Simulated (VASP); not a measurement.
Write the native input for VASP 6.6.1 that does the following.

```yaml
Task: dielectric tensor
Functional: PBE
Potentials_or_basis: VASP PAW PBE potentials, release 64 (Ba_sv, Te)
Cutoff: 400 eV
k_mesh: 6 × 6 × 4
Occupations: gaussian, width 0.01 eV
Spin: no spin polarisation
Dipole_correction: no
Further_INCAR_settings: ALGO = Normal; EDIFF = 1e-08
```

The structure of BaTe lies in POSCAR:

```
BaTe
1.0
    5.9738370715      0.0000000000      0.0000000000
   -2.9869185357      5.1734946620      0.0000000000
    0.0000000000      0.0000000000      7.0021674675
Ba Te
2 2
Direct
    0.3333333333      0.6666666667      0.2500000000
    0.6666666667      0.3333333333      0.7500000000
    0.6666666667      0.3333333333      0.2500000000
    0.3333333333      0.6666666667      0.7500000000
```

One way to write it, as run:

INCAR

```
PREC = Accurate
ENCUT = 400
EDIFF = 1E-8
ISMEAR = 0
SIGMA = 0.01
LREAL = False
LASPH = True
NELM = 120
ALGO = Normal
ISIF = 2
LWAVE = False
LCHARG = False
GGA = PE
LEPSILON = True
GGA_COMPAT = False
```

KPOINTS

```
Automatic mesh
0
Gamma
  6 6 4
```

Potentials or basis: VASP PAW PBE potentials, release 64 (Ba_sv, Te).

Command:

```console
$ cat potpaw_PBE.64/Ba_sv/POTCAR potpaw_PBE.64/Te/POTCAR > POTCAR
$ mpirun -np 1 vasp_std > vasp.out
```

Results of the run:

```yaml
Band_gap_on_the_k_mesh: 1.89 eV (least direct gap 2.17 eV)
Electronic_dielectric_tensor_diagonal: 4.19, 4.19, 5.25
Born_charges_mean_of_the_diagonal: Ba +2.26; Te -2.26 e
```

Caveat: spin-orbit coupling is left out, which moves the levels of the heavy elements.

It took 21 min on 1 thread of Oxide Virtual Turin-like Processor, on a shared host, peak memory 0.49 GiB.
